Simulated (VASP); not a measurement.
Crystal: Rh.

```
Rh
1.0
     0.00000    1.90000    1.90000
     1.90000    0.00000    1.90000
     1.90000    1.90000    0.00000
Rh
1
Direct
  0.00000 0.00000 0.00000
```

* Program: VASP 6.6.1
* Task: relaxation of volume and atoms at fixed shape
* Functional: PBEsol
* Potentials or basis: VASP PAW PBE potentials, release 64 (Rh_pv)
* Cutoff: 500 eV
* k mesh: 9 × 9 × 9
* Occupations: fermi-dirac, width 0.05 eV
* Spin: no spin polarisation

At the start: pressure -4.4 GPa; volume 13.72 Å³/atom.

Question: How do energy, volume and symmetry change on relaxing?

Answer: Over 3 steps the energy falls by 3.0 meV/atom and the volume is 13.51 Å³/atom (-1.5 %); space group Fm-3m (No. 225, to 0.1 Å) before and after.

Step by step:
| step | energy change (eV) | largest force (eV/Å) | pressure (GPa) | volume (Å³) |
| --- | --- | --- | --- | --- |
| 1 | 0.0000 | 0.0000 | -4.43 | 13.72 |
| 2 | 0.0174 | 0.0000 | 12.94 | 12.98 |
| 3 | -0.0030 | 0.0000 | -0.06 | 13.51 |

Final structure:
```xyz
1
Lattice="0.0000 1.8903 1.8903 1.8903 0.0000 1.8903 1.8903 1.8903 0.0000" Properties=species:S:1:pos:R:3 pbc="T T T"
Rh    0.0000    0.0000    0.0000
```

Caveat: the PAW data sets were made with another functional, which shifts forces and pressure a little.
